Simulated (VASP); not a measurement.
# MoS2 in VASP: single point with PBE+D3(BJ)

Aim: the single point of MoS2 with PBE+D3(BJ).

All numbers are computed with VASP 6.6.1; they aren't measurements. Logs are shortened: lines on timing, memory, paths and dates and some standing lists are left out, and cuts for length are marked.

## Step 1: The cell of the first run

The cell holds a slab with vacuum, 6 atoms: a = 3.135 Å, b = 3.135 Å, c = 23.938 Å, α = 90.00°, β = 90.00°, γ = 120.00°.

## Step 2: Single point, PBE+D3(BJ) (layers slid over each other)

The input, INCAR:

```
PREC = Accurate ; ENCUT = 520
EDIFF = 1E-6 ; ISMEAR = 0
SIGMA = 0.1 ; LREAL = F
LASPH = T ; NELM = 60
ALGO = Normal ; ISIF = 2
LWAVE = F ; LCHARG = F
LDIPOL = T ; IDIPOL = 3
DIPOL = 0.5 0.5 0.398 ; GGA = PE
IVDW = 12 ; NBANDS = 35
```

The input, KPOINTS:

```
regular mesh
0
Gamma
  12 12 1
```

The input, POSCAR:

```
MoS2
1.0
    3.1346592718      0.0000000000      0.0000000000
   -1.5673296359      2.7146945616      0.0000000000
    0.0000000000      0.0000000000     23.9375765674
S Mo
4 2
Direct
    0.0000000000      0.0000000000      0.1879889548
    0.3333333333      0.6666666667      0.3224548760
    0.6666666667      0.8333333333      0.4745170528
    1.0000000000      1.5000000000      0.6089829740
    0.6666666667      0.3333333333      0.2552219154
    1.3333333333      1.1666666667      0.5417500134
```

Potentials or basis: VASP PAW PBE potentials, release 64 (S, Mo_sv).

Command:

```
$ cat potpaw_PBE.64/S/POTCAR potpaw_PBE.64/Mo_sv/POTCAR > POTCAR
$ mpirun -np 1 vasp_std > vasp.out
```

OUTCAR:

```text
PREC = Accurate
   ENCUT = 520
   EDIFF = 1E-6
   ISMEAR = 0
   LREAL = F
   LASPH = T
   NELM = 60
   ISIF = 2
   GGA = PE
   IVDW = 12
 IVDW          = 12

 ion  position               nearest neighbor table
   1  0.000  0.000  0.188-   5 2.42   5 2.42   5 2.42
   2  0.333  0.667  0.322-   5 2.42   5 2.42   5 2.42
   3  0.667  0.833  0.475-   6 2.42   6 2.42   6 2.42
   4  0.000  0.500  0.609-   6 2.42   6 2.42   6 2.42
   5  0.667  0.333  0.255-   2 2.42   1 2.42   2 2.42   1 2.42   1 2.42   2 2.42
   6  0.333  0.167  0.542-   3 2.42   4 2.42   3 2.42   4 2.42   4 2.42   3 2.42

  LATTYP: Found a hexagonal cell.
 ALAT       =     3.1346592718
 C/A-ratio  =     7.6364205777

  Lattice vectors:

 A1 = (   3.1346592718,   0.0000000000,   0.0000000000)
 A2 = (  -1.5673296359,   2.7146945616,   0.0000000000)
 A3 = (   0.0000000000,   0.0000000000,  23.9375765674)

Analysis of symmetry for initial positions (statically):
=====================================================================
 Subroutine PRICEL returns:
 Original cell was already a primitive cell.

 Routine SETGRP: Setting up the symmetry group for a
 hexagonal supercell.

 Subroutine GETGRP returns: Found  4 space group operations
 (whereof  2 operations were pure point group operations)
 out of a pool of 24 trial point group operations.

The static configuration has the point symmetry C_1h.
 The point group associated with its full space group is C_2h.

Analysis of symmetry for dynamics (positions and initial velocities):
=====================================================================
 Subroutine PRICEL returns:
 Original cell was already a primitive cell.

 Routine SETGRP: Setting up the symmetry group for a
 hexagonal supercell.

 Subroutine GETGRP returns: Found  4 space group operations
 (whereof  2 operations were pure point group operations)
 out of a pool of 24 trial point group operations.

The dynamic configuration has the point symmetry C_1h.
 The point group associated with its full space group is C_2h.

 Subroutine INISYM returns: Found  4 space group operations
 (whereof  2 operations are pure point group operations),
 and found     1 'primitive' translations

----------------------------------------------------------------------------------------

                                     Primitive cell

[... 106 lines left out ...]
   POTIM  = 0.5000    time-step for ionic-motion
   TEBEG  =    0.0;   TEEND  =   0.0 temperature during run
   PSTRESS=    0.0 pullay stress
   NELECT =      52.0000    total number of electrons
   NUPDOWN=      -1.0000    fix difference up-down
   EMIN   =  10.00;   EMAX   =-10.00  energy-range for DOS
   EFERMI =   0.00;   METHOD = LEGACY
   ISMEAR =     0;   SIGMA  =   0.10  broadening in eV -4-tet -1-fermi 0-gaus
   EFERMI_NEDOS =   21; number of points for ismear=-14 and -15
   IALGO  =     38    algorithm
   IMIX   =      4    mixing-type and parameters
     AMIX     =   0.40;   BMIX     =  1.00
     AMIX_MAG =   1.60;   BMIX_MAG =  1.00
  volume/ion in A,a.u.               =      33.95       229.11
  Fermi-wavevector in a.u.,A,eV,Ry     =   1.038513  1.962506 14.674021  1.078510
  Thomas-Fermi vector in A             =   2.173001
   LORBIT       =      0    0 simple, 1 ext, 2 COOP (PROOUT), +10 PAW based schemes
   GGA     = PE    functional components
   LHFCALC =     F    Hartree Fock is set to
   AEXX    =    0.0000 exact exchange contribution
   IVDW    =    12    specifies the selected vdW correction
   LEPSILON=     F    determine dielectric tensor
   LRPA    =     F    only Hartree local field effects (RPA)
 non-spin polarized calculation
 Gauss-broadening in eV      SIGMA  =   0.10
  energy-cutoff  :      520.00
  volume of cell :      203.70
 maximum number of plane-waves:      5520
   NGX = 11   NGY = 11   NGZ = 89

 dipolmoment           0.000000      0.000000      0.000016 electrons x Angstroem

 number of electron      52.0000005 magnetization

 dipolmoment           0.000000      0.000000     -0.000002 electrons x Angstroem

 Free energy of the ion-electron system (eV)
  ---------------------------------------------------
  ext. energy  EPLUGINS =         0.00000000
  ---------------------------------------------------
  free energy    TOTEN  =       -41.99379246 eV

  energy without entropy =      -41.97605570  energy(sigma->0) =      -41.98492408

 E-fermi :   1.6491     XC(G=0):  -6.1916

 val. band max:        1.6446664174   @ k =  -0.2500   0.5000   0.0000
 cond. band min:       1.6563525807   @ k =   0.2500   0.2500   0.0000
 fundamental gap:      0.0116861632
 Fermi energy:         1.6490819721

 k-point     1 :       0.0000    0.0000    0.0000
  band No.  band energies     occupation
      1     -60.1101      2.00000
      2     -60.1101      2.00000
      3     -34.1921      2.00000
      4     -34.1920      2.00000
      5     -34.0514      2.00000
      6     -34.0513      2.00000
[... 901 lines left out ...]
     34       5.6562      0.00000
     35       7.7103      0.00000

 [... further k-points ...]

------------------------ aborting loop because EDIFF is reached ----------------------------------------

 vacuum level on the upper side and lower side of the slab       (xc-potential included)        -0.174        -0.175

 Edisp (eV)   -2.13142

 E8    (eV) :    -0.8922

  FORCE on cell =-STRESS in cart. coord.  units (eV):
  Direction    XX          YY          ZZ          XY          YZ          ZX
  --------------------------------------------------------------------------------------
  -------------------------------------------------------------------------------------
  Total      -0.18731    -0.20042    -0.79098     0.01136     0.03263     0.05652
  in kB      -1.47325    -1.57638    -6.22137     0.08931     0.25665     0.44452
  external pressure =       -3.09 kB  Pullay stress =        0.00 kB

 VOLUME and BASIS-vectors are now :
 -----------------------------------------------------------------------------
  energy-cutoff  :      520.00
  volume of cell :      203.70
      direct lattice vectors                 reciprocal lattice vectors
     3.134659272  0.000000000  0.000000000     0.319013938  0.184182783  0.000000000
    -1.567329636  2.714694562  0.000000000     0.000000000  0.368365566  0.000000000
     0.000000000  0.000000000 23.937576567     0.000000000  0.000000000  0.041775323

 POSITION                                       TOTAL-FORCE (eV/Angst)
 -----------------------------------------------------------------------------------
      0.00000      0.00000      4.50000         0.001858      0.001073      0.029616
     -0.00000      1.80980      7.71879        -0.005866     -0.003387      0.044790
      0.78366      2.26225     11.35879         0.005866      0.003387     -0.044790
     -0.78366      1.35735     14.57758        -0.001858     -0.001073     -0.029616
      1.56733      0.90490      6.10939        -0.007931     -0.004579      0.038308
      0.78366      0.45245     12.96818         0.007931      0.004579     -0.038308
 -----------------------------------------------------------------------------------
    total drift:                               -0.000000     -0.000000     -0.000110

  FREE ENERGIE OF THE ION-ELECTRON SYSTEM (eV)
  ---------------------------------------------------
  free  energy   TOTEN  =       -44.1252089291 eV

  energy  without entropy=      -44.1074721684  energy(sigma->0) =      -44.11634055

 vacuum level on the upper side and lower side of the slab         6.598         6.597
```

stdout:

```text
POSCAR found type information on POSCAR S Mo
 POSCAR found :  2 types and       6 ions
 scaLAPACK will be used
 LDA part: xc-table for (Slater+PW92), standard interpolation
 POSCAR, INCAR and KPOINTS ok, starting setup
 FFT: planning ... GRIDC
 FFT: planning ... GRID_SOFT
 FFT: planning ... GRID
 WAVECAR not read
 entering main loop
```

Run time: 6.3 min. Hardware: 1 thread of AMD EPYC 7R13 (Zen 3), shared host; peak memory 0.44 GiB.

What came out:

```
Free energy                : -44.1252 eV
Largest force              : 0.045 eV/Å
Band gap on the k mesh     : zero (bands 26 and 27 overlap by 0.43 eV)
Dispersion energy per atom : -0.355 eV
```

Forces in eV/Å, atoms in the order of the input:
```
S    0.002  0.001  0.030
S   -0.006 -0.003  0.045
S    0.006  0.003 -0.045
S   -0.002 -0.001 -0.030
Mo  -0.008 -0.005  0.038
Mo   0.008  0.005 -0.038
```

Caveat: the cell differs from its parent crystal (layers slid over each other).
